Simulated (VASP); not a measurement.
# Zr5Cl (P-6m2) in VASP: further runs

Runs on Zr5Cl. Level: PBE. Tasks: single point.

Program: VASP 6.6.1. These are calculated values, not measurements. Logs are shortened: lines on timing, memory, paths and dates and some standing lists are left out, and cuts for length are marked.

## 1. The cell of the first run

Symmetry: P-6m2, No. 187, hexagonal system. The conventional cell has a = 3.149 Å, b = 3.149 Å, c = 13.929 Å, α = 90.00°, β = 90.00°, γ = 120.00°. Within 3.5 Å of Zr (site symmetry 3m) lie 3 Cl at 2.67 Å and 9 Zr at 3.10 to 3.15 Å. Zr (site symmetry 3m) has 12 Zr at 3.09 to 3.15 Å within 4.1 Å. Within 4.1 Å of Zr (site symmetry -6m2) lie 12 Zr at 3.09 to 3.15 Å. Within 3.5 Å of Cl (site symmetry -6m2) lie 6 Zr at 2.67 Å and 6 Cl at 3.15 Å.

## 2. Single point, PBE (19.94 Å³/atom)

INCAR

```
  ALGO = Fast
  EDIFF = 1E-6
  ENCUT = 520
  GGA = PE
  ISIF = 2
  ISMEAR = 0
  LASPH = True
  LCHARG = False
  LREAL = False
  LWAVE = False
  NBANDS = 42
  NELM = 80
  PREC = Accurate
  SIGMA = 0.1
```

KPOINTS

```
k-points
0
Gamma
  12 12 2
```

POSCAR

```
Zr5Cl
1.0
    3.1489198369      0.0000000000      0.0000000000
   -1.5744599185      2.7270445732      0.0000000000
    0.0000000000      0.0000000000     13.9293968098
Zr Cl
5 1
Direct
    0.3333333333      0.6666666667      0.1408057689
    0.0000000000      0.0000000000      0.3209596653
    0.3333333333      0.6666666667      0.8591942311
    0.0000000000      0.0000000000      0.6790403347
    0.3333333333      0.6666666667      0.5000000000
    0.0000000000      0.0000000000      0.0000000000
```

Potentials or basis: VASP PAW PBE potentials, release 64 (Zr_sv, Cl).

The run is started by

```console
$ cat potpaw_PBE.64/Zr_sv/POTCAR potpaw_PBE.64/Cl/POTCAR > POTCAR
$ mpirun -np 1 vasp_std > vasp.out
```

OUTCAR:

```text
EDIFF = 1E-6
   ENCUT = 520
   GGA = PE
   ISIF = 2
   ISMEAR = 0
   LASPH = True
   LREAL = False
   NELM = 80
   PREC = Accurate

 ion  position               nearest neighbor table
   1  0.333  0.667  0.141-   6 2.67   6 2.67   6 2.67   2 3.10   2 3.10   2 3.10
   2  0.000  0.000  0.321-   5 3.09   5 3.09   5 3.09   1 3.10   1 3.10   1 3.10
   3  0.333  0.667  0.859-   6 2.67   6 2.67   6 2.67   4 3.10   4 3.10   4 3.10
   4  0.000  0.000  0.679-   5 3.09   5 3.09   5 3.09   3 3.10   3 3.10   3 3.10
   5  0.333  0.667  0.500-   2 3.09   4 3.09   2 3.09   4 3.09   2 3.09   4 3.09
   6  0.000  0.000  0.000-   1 2.67   3 2.67   1 2.67   3 2.67   1 2.67   3 2.67

  LATTYP: Found a hexagonal cell.
 ALAT       =     3.1489198369
 C/A-ratio  =     4.4235476072

  Lattice vectors:

 A1 = (   3.1489198369,   0.0000000000,   0.0000000000)
 A2 = (  -1.5744599185,   2.7270445732,   0.0000000000)
 A3 = (   0.0000000000,   0.0000000000,  13.9293968098)

Analysis of symmetry for initial positions (statically):
=====================================================================
 Subroutine PRICEL returns:
 Original cell was already a primitive cell.

 Routine SETGRP: Setting up the symmetry group for a
 hexagonal supercell.

 Subroutine GETGRP returns: Found 12 space group operations
 (whereof 12 operations were pure point group operations)
 out of a pool of 24 trial point group operations.

The static configuration has the point symmetry D_3h.

Analysis of symmetry for dynamics (positions and initial velocities):
=====================================================================
 Subroutine PRICEL returns:
 Original cell was already a primitive cell.

 Routine SETGRP: Setting up the symmetry group for a
 hexagonal supercell.

 Subroutine GETGRP returns: Found 12 space group operations
 (whereof 12 operations were pure point group operations)
 out of a pool of 24 trial point group operations.

The dynamic configuration has the point symmetry D_3h.

 Subroutine INISYM returns: Found 12 space group operations
 (whereof 12 operations are pure point group operations),
 and found     1 'primitive' translations

----------------------------------------------------------------------------------------

                                     Primitive cell

  volume of cell :     119.6151

  direct lattice vectors                    reciprocal lattice vectors
     3.148919837  0.000000000  0.000000000     0.317569215  0.183348672  0.000000000
    -1.574459919  2.727044573  0.000000000     0.000000000  0.366697343  0.000000000
     0.000000000  0.000000000 13.929396810     0.000000000  0.000000000  0.071790618

  length of vectors
     3.148919837  3.148919837 13.929396810     0.366697343  0.366697343  0.071790618

  position of ions in fractional coordinates (direct lattice)
     0.333333333  0.666666667  0.140805769
     0.000000000  0.000000000  0.320959665
     0.333333333  0.666666667  0.859194231
     0.000000000  0.000000000  0.679040335
     0.333333333  0.666666667  0.500000000
     0.000000000  0.000000000  0.000000000

  ion indices of the primitive-cell ions
   primitive index   ion index
                 1           1
                 2           2
                 3           3
                 4           4
                 5           5
                 6           6

----------------------------------------------------------------------------------------

 KPOINTS: k-points

Automatic generation of k-mesh.
 Grid dimensions read from file:
 generate k-points for:   12   12    2

 Generating k-lattice:

  Cartesian coordinates                     Fractional coordinates (reciprocal lattice)
     0.026464101  0.015279056  0.000000000     0.083333333  0.000000000  0.000000000
     0.000000000  0.030558112  0.000000000     0.000000000  0.083333333  0.000000000
     0.000000000  0.000000000  0.035895309     0.000000000  0.000000000  0.500000000

  Length of vectors
     0.030558112  0.030558112  0.035895309

  Shift w.r.t. Gamma in fractional coordinates (k-lattice)
     0.000000000  0.000000000  0.000000000

 Subroutine IBZKPT returns following result:
 ===========================================

 Found     38 irreducible k-points:

 Following reciprocal coordinates:
            Coordinates               Weight
  0.000000  0.000000  0.000000      1.000000
  0.083333 -0.000000  0.000000      6.000000
  0.166667 -0.000000  0.000000      6.000000
  0.250000 -0.000000  0.000000      6.000000
  0.333333  0.000000  0.000000      6.000000
  0.416667 -0.000000  0.000000      6.000000
[... 16 lines left out ...]
  0.250000 -0.000000  0.500000      6.000000
  0.333333  0.000000  0.500000      6.000000
 [... further k-points ...]
   k-points           NKPTS =     38   k-points in BZ     NKDIM =     38   number of bands    NBANDS=     42
   number of dos      NEDOS =    301   number of ions     NIONS =      6
   total plane-waves  NPLWV =  62208
   dimension x,y,z NGX =    24 NGY =   24 NGZ =  108
   dimension x,y,z NGXF=    48 NGYF=   48 NGZF=  216
   ions per type =               5   1
   NGX,Y,Z   is equivalent  to a cutoff of  12.67, 12.67, 12.89 a.u.
   NGXF,Y,Z  is equivalent  to a cutoff of  25.34, 25.34, 25.78 a.u.
 SYSTEM =  unknown system
   PREC   = accura    normal or accurate (medium, high low for compatibility)
   ISTART =      0    job   : 0-new  1-cont  2-samecut
   ICHARG =      2    charge: 1-file 2-atom 10-const
   ISPIN  =      1    spin polarized calculation?
   LNONCOLLINEAR =      F non collinear calculations
   LSORBIT =      F    spin-orbit coupling
   LASPH  =      T    aspherical Exc in radial PAW
   ENCUT  =  520.0 eV  38.22 Ry    6.18 a.u.   5.85  5.85 25.90*2*pi/ulx,y,z
   NELM   =     80;   NELMIN=  2; NELMDL= -5     # of ELM steps
   EDIFF  = 0.1E-05   stopping-criterion for ELM
   LREAL  =      F    real-space projection
   EDIFFG = 0.1E-04   stopping-criterion for IOM
   NSW    =      0    number of steps for IOM
   IBRION =     -1    ionic relax: 0-MD 1-quasi-New 2-CG
   NFREE  =      0    steps in history (QN), initial steepest desc. (CG)
   ISIF   =      2    stress and relaxation
   ISYM   =      2    0-nonsym 1-usesym 2-fastsym
   POTIM  = 0.5000    time-step for ionic-motion
   TEBEG  =    0.0;   TEEND  =   0.0 temperature during run
   PSTRESS=    0.0 pullay stress
   NELECT =      67.0000    total number of electrons
   NUPDOWN=      -1.0000    fix difference up-down
   EMIN   =  10.00;   EMAX   =-10.00  energy-range for DOS
   EFERMI =   0.00;   METHOD = LEGACY
   ISMEAR =     0;   SIGMA  =   0.10  broadening in eV -4-tet -1-fermi 0-gaus
   EFERMI_NEDOS =   21; number of points for ismear=-14 and -15
   IALGO  =     68    algorithm
   IMIX   =      4    mixing-type and parameters
     AMIX     =   0.40;   BMIX     =  1.00
     AMIX_MAG =   1.60;   BMIX_MAG =  1.00
  volume/ion in A,a.u.               =      19.94       134.53
  Fermi-wavevector in a.u.,A,eV,Ry     =   1.349494  2.550174 24.778043  1.821135
  Thomas-Fermi vector in A             =   2.477076
   LORBIT       =      0    0 simple, 1 ext, 2 COOP (PROOUT), +10 PAW based schemes
   GGA     = PE    functional components
   LHFCALC =     F    Hartree Fock is set to
   AEXX    =    0.0000 exact exchange contribution
   IVDW    =     0    specifies the selected vdW correction
   LEPSILON=     F    determine dielectric tensor
   LRPA    =     F    only Hartree local field effects (RPA)
 non-spin polarized calculation
 RMM-DIIS sequential band-by-band and
 Gauss-broadening in eV      SIGMA  =   0.10
  energy-cutoff  :      520.00
  volume of cell :      119.62
 maximum number of plane-waves:      3250
 NGX is ok and might be reduce to    24
   NGX = 11   NGY = 11   NGZ = 51

 number of electron      66.9999999 magnetization

 Free energy of the ion-electron system (eV)
  ---------------------------------------------------
  ext. energy  EPLUGINS =         0.00000000
  ---------------------------------------------------
  free energy    TOTEN  =       -45.76950175 eV

  energy without entropy =      -45.73792492  energy(sigma->0) =      -45.75371333

 E-fermi :  10.3124     XC(G=0): -11.5232

 val. band max:       10.3097826556   @ k =   0.0833   0.0833   0.0000
 cond. band min:      10.3232608458   @ k =   0.1667   0.1667   0.0000
 fundamental gap:      0.0134781902
 Fermi energy:        10.3123707224

 k-point     1 :       0.0000    0.0000    0.0000
  band No.  band energies     occupation
      1     -38.6577      2.00000
      2     -38.6542      2.00000
      3     -38.2612      2.00000
      4     -38.1784      2.00000
      5     -38.1041      2.00000
      6     -17.1605      2.00000
[... 34 lines left out ...]
     41      11.6229      0.00000
     42      11.7283      0.00000

 k-point     2 :       0.0833   -0.0000    0.0000
  band No.  band energies     occupation
      1     -38.6494      2.00000
      2     -38.6460      2.00000
      3     -38.2513      2.00000
      4     -38.1710      2.00000
      5     -38.0989      2.00000
      6     -17.1415      2.00000
[... 34 lines left out ...]
     41      11.5948      0.00000
     42      11.8936      0.00000

 k-point     3 :       0.1667   -0.0000    0.0000
  band No.  band energies     occupation
      1     -38.6268      2.00000
      2     -38.6236      2.00000
      3     -38.2239      2.00000
      4     -38.1506      2.00000
      5     -38.0849      2.00000
      6     -17.0900      2.00000
[... 34 lines left out ...]
     41      11.9164      0.00000
     42      12.0220      0.00000

 k-point     4 :       0.2500   -0.0000    0.0000
  band No.  band energies     occupation
      1     -38.5958      2.00000
      2     -38.5928      2.00000
      3     -38.1848      2.00000
      4     -38.1227      2.00000
      5     -38.0671      2.00000
      6     -17.0218      2.00000
[... 844 lines left out ...]
     41      11.7208      0.00000
     42      11.8315      0.00000

 k-point    23 :       0.2500   -0.0000    0.5000
  band No.  band energies     occupation
      1     -38.5957      2.00000
      2     -38.5929      2.00000
      3     -38.1848      2.00000
      4     -38.1227      2.00000
      5     -38.0671      2.00000
      6     -17.0245      2.00000
[... 34 lines left out ...]
     41      12.0314      0.00000
     42      12.3772      0.00000

 k-point    24 :       0.3333    0.0000    0.5000
  band No.  band energies     occupation
      1     -38.5645      2.00000
      2     -38.5618      2.00000
      3     -38.1428      2.00000
      4     -38.0946      2.00000
      5     -38.0517      2.00000
      6     -16.9870      2.00000
[... 34 lines left out ...]
     41      12.4546      0.00000
     42      13.0239      0.00000

 [... further k-points ...]

------------------------ aborting loop because EDIFF is reached ----------------------------------------

  FORCE on cell =-STRESS in cart. coord.  units (eV):
  Direction    XX          YY          ZZ          XY          YZ          ZX
  --------------------------------------------------------------------------------------
  -------------------------------------------------------------------------------------
  Total        7.8108020      7.8108020      7.9606126     -0.0000000      0.0000000     -0.0000000
  in kB      104.6212875    104.6212875    106.6279157     -0.0000000      0.0000000     -0.0000000
  external PRESSURE =     105.2901636 kB  Pullay stress =       0.0000000 kB

 VOLUME and BASIS-vectors are now :
 -----------------------------------------------------------------------------
  energy-cutoff  :      520.00
  volume of cell :      119.62
      direct lattice vectors                 reciprocal lattice vectors
     3.148919837  0.000000000  0.000000000     0.317569215  0.183348672  0.000000000
    -1.574459919  2.727044573  0.000000000     0.000000000  0.366697343  0.000000000
     0.000000000  0.000000000 13.929396810     0.000000000  0.000000000  0.071790618

 POSITION                                       TOTAL-FORCE (eV/Angst)
 -----------------------------------------------------------------------------------
     -0.00000      1.81803      1.96134        -0.000000      0.000000      0.033541
      0.00000      0.00000      4.47077         0.000000      0.000000      0.001146
     -0.00000      1.81803     11.96806        -0.000000      0.000000     -0.033541
      0.00000      0.00000      9.45862         0.000000      0.000000     -0.001146
     -0.00000      1.81803      6.96470         0.000000     -0.000000     -0.000000
      0.00000      0.00000      0.00000         0.000000      0.000000     -0.000000
 -----------------------------------------------------------------------------------
    total drift:                                0.000001     -0.000000     -0.000000

  FREE ENERGIE OF THE ION-ELECTRON SYSTEM (eV)
  ---------------------------------------------------
  free  energy   TOTEN  =       -45.7695017518 eV

  energy  without entropy=      -45.7379249182  energy(sigma->0) =      -45.75371333
```

Wall time 13 min (1 thread of Oxide Virtual Turin-like, shared host); peak memory 0.29 GiB.

Results:

| Property | Result |
| --- | --- |
| Free energy | -45.7695 eV |
| Pressure | 10.5 GPa |
| Largest force | 0.034 eV/Å |
| Band gap on the k mesh | zero (an odd number of electrons rules out a gap without spin polarisation) |

Forces on the atoms (eV/Å):
```
Zr   0.000  0.000  0.034
Zr   0.000  0.000  0.001
Zr   0.000  0.000 -0.034
Zr   0.000  0.000 -0.001
Zr   0.000  0.000  0.000
Cl   0.000  0.000  0.000
```

Levels at points of the mesh, in eV from the Fermi level:
| k point | band 31 | band 32 | band 33 | band 34 | band 35 | band 36 |
| --- | --- | --- | --- | --- | --- | --- |
| (0.00, 0.00, 0.00) | 0.43 | 0.46 | 0.46 | 0.73 | 0.74 | 0.84 |
| (0.50, 0.00, 0.00) | -1.48 | -0.96 | -0.69 | 0.66 | 0.79 | 1.12 |
| (0.00, 0.00, 0.50) | 0.22 | 0.49 | 0.50 | 0.79 | 0.80 | 0.80 |
| (0.50, 0.00, 0.50) | -1.32 | -0.97 | -0.37 | 0.68 | 0.85 | 1.07 |

Caveat: the cell stands under pressure.

## 3. Single point, PBE

This run uses another cell than the first one, of 21.91 Å³/atom.

INCAR

```
SYSTEM = Zr5Cl
ALGO = Fast
EDIFF = 1E-6
ENCUT = 520
GGA = PE
ISIF = 2
ISMEAR = 0
LASPH = .True.
LCHARG = .True.
LELF = .True.
LREAL = .False.
LVHAR = .True.
LWAVE = .False.
NBANDS = 42
NELM = 60
PREC = Accurate
SIGMA = 0.1
```

KPOINTS

```
k-points
0
Gamma
  12 12 2
  0 0 0
```

POSCAR

```
Zr5Cl
1.0
    3.2524000583      0.0000000000      0.0000000000
   -1.6262000292      2.8166610737      0.0000000000
    0.0000000000      0.0000000000     14.3484902635
Zr Cl
5 1
Direct
    0.3333333333      0.6666666667      0.1424205991
    0.0000000000      0.0000000000      0.3205599317
    0.3333333333      0.6666666667      0.8575794009
    0.0000000000      0.0000000000      0.6794400683
    0.3333333333      0.6666666667      0.5000000000
    0.0000000000      0.0000000000      0.0000000000
```

Potentials or basis: VASP PAW PBE potentials, release 64 (Zr_sv, Cl).

The run is started by

```console
$ cat potpaw_PBE.64/Zr_sv/POTCAR potpaw_PBE.64/Cl/POTCAR > POTCAR
$ mpirun -np 1 vasp_std > vasp.out
```

Run time: 16 min. Hardware: 1 thread of Oxide Virtual Turin-like, shared host; peak memory 0.3 GiB.

Results (log left out):

* Free energy: -46.1375 eV
* Pressure: 0.0 GPa
* Largest force: 0.026 eV/Å
* Band gap on the k mesh: zero (an odd number of electrons rules out a gap without spin polarisation)

Forces on the atoms (eV/Å):
```
Zr   0.000  0.000  0.026
Zr   0.000  0.000 -0.003
Zr   0.000  0.000 -0.026
Zr   0.000  0.000  0.003
Zr   0.000  0.000  0.000
Cl   0.000  0.000  0.000
```

Levels at points of the mesh, in eV from the Fermi level:
| k point | band 31 | band 32 | band 33 | band 34 | band 35 | band 36 |
| --- | --- | --- | --- | --- | --- | --- |
| (0.00, 0.00, 0.00) | 0.45 | 0.47 | 0.47 | 0.67 | 0.69 | 0.69 |
| (0.50, 0.00, 0.00) | -1.35 | -0.92 | -0.74 | 0.61 | 0.71 | 1.00 |
| (0.00, 0.00, 0.50) | 0.17 | 0.50 | 0.50 | 0.50 | 0.76 | 0.76 |
| (0.50, 0.00, 0.50) | -1.20 | -0.91 | -0.53 | 0.60 | 0.78 | 0.91 |

## 4. Single point, PBE

This run uses another cell than the first one, of 21.91 Å³/atom.

INCAR

```
ALGO     = Fast           # electronic algorithm
EDIFF    = 1E-7           # SCF threshold, eV
ENCUT    = 520            # plane-wave cutoff, eV
GGA      = PE             # functional
ISIF     = 2              # what is computed and relaxed
ISMEAR   = 0              # smearing method
LASPH    = True           # aspherical terms in the spheres
LCHARG   = True           # write CHGCAR
LELF     = True           # ELF
LREAL    = False          # projectors in reciprocal space
LVHAR    = True         
LWAVE    = False          # write WAVECAR
NBANDS   = 42             # bands
NELM     = 100            # most SCF steps
PREC     = Accurate       # precision mode
SIGMA    = 0.1            # smearing width, eV
```

KPOINTS

```
k-points
0
Gamma
  12 12 2
```

POSCAR

```
Zr5Cl
1.0
    3.2526689670      0.0000000000      0.0000000000
   -1.6263344835      2.8168939555      0.0000000000
    0.0000000000      0.0000000000     14.3465689310
Zr Cl
5 1
Direct
    0.3333333333      0.6666666667      0.1424234681
    0.0000000000      0.0000000000      0.3205447563
    0.3333333333      0.6666666667      0.8575765319
    0.0000000000      0.0000000000      0.6794552437
    0.3333333333      0.6666666667      0.5000000000
    0.0000000000      0.0000000000      0.0000000000
```

The run is started by

```console
$ cat potpaw_PBE.64/Zr_sv/POTCAR potpaw_PBE.64/Cl/POTCAR > POTCAR
$ mpirun -np 1 vasp_std > vasp.out
```

Wall time 19 min (1 thread of Oxide Virtual Turin-like, shared host); peak memory 0.3 GiB.

The run converged. Its results:

```yaml
Free_energy: -46.1376 eV
Pressure: 0.0 GPa
Largest_force: 0.025 eV/Å
Band_gap_on_the_k_mesh: zero (an odd number of electrons rules out a gap without spin polarisation)
```

Forces on the atoms (eV/Å):
```
Zr   0.000  0.000  0.025
Zr   0.000  0.000 -0.002
Zr   0.000  0.000 -0.025
Zr   0.000  0.000  0.002
Zr   0.000  0.000  0.000
Cl   0.000  0.000  0.000
```

Stress tensor (GPa, compression positive):
```
-0.02  0.00  0.00
 0.00 -0.02  0.00
 0.00  0.00  0.08
```

Levels at points of the mesh, in eV from the Fermi level:
```csv
k point,band 29,band 30,band 31,band 32,band 33,band 34,band 35,band 36,band 37,band 38
"(0.00, 0.00, 0.00)",-2.28,-0.13,0.46,0.46,0.47,0.67,0.69,0.69,0.82,0.91
"(0.50, 0.00, 0.00)",-2.22,-1.78,-1.35,-0.92,-0.74,0.61,0.71,1.00,1.29,1.35
"(0.00, 0.00, 0.50)",-2.33,0.14,0.17,0.49,0.50,0.50,0.76,0.76,0.78,0.80
"(0.50, 0.00, 0.50)",-2.34,-1.85,-1.20,-0.91,-0.53,0.60,0.78,0.91,0.98,1.02
```

## 5. The runs side by side

| cell | further INCAR settings | gap on the mesh (eV) | pressure (GPa) | largest force (eV/Å) |
| --- | --- | --- | --- | --- |
| a = 3.149, b = 3.149, c = 13.929 Å, angles 90.0, 90.0, 120.0°, 6 atoms, atomic positions A | ALGO = Fast; EDIFF = 1e-06; NBANDS = 42 | none | 10.5 | 0.03 |
| a = 3.252, b = 3.252, c = 14.348 Å, angles 90.0, 90.0, 120.0°, 6 atoms, atomic positions B | ALGO = Fast; EDIFF = 1e-06; NBANDS = 42 | none | 0.0 | 0.03 |
| a = 3.253, b = 3.253, c = 14.347 Å, angles 90.0, 90.0, 120.0°, 6 atoms, atomic positions B | ALGO = Fast; EDIFF = 1e-07; NBANDS = 42 | none | 0.0 | 0.02 |

Alike in all rows: task single point; level PBE; potentials or basis VASP PAW PBE potentials, release 64 (Zr_sv, Cl); no spin polarisation; k mesh 12 × 12 × 2; cutoff (eV) 520; smearing gaussian 0.1 eV.

Caveats: the cell stands under pressure (at least some runs).

Total energies depend on the potentials used, so only differences within one code and one set of settings carry meaning.
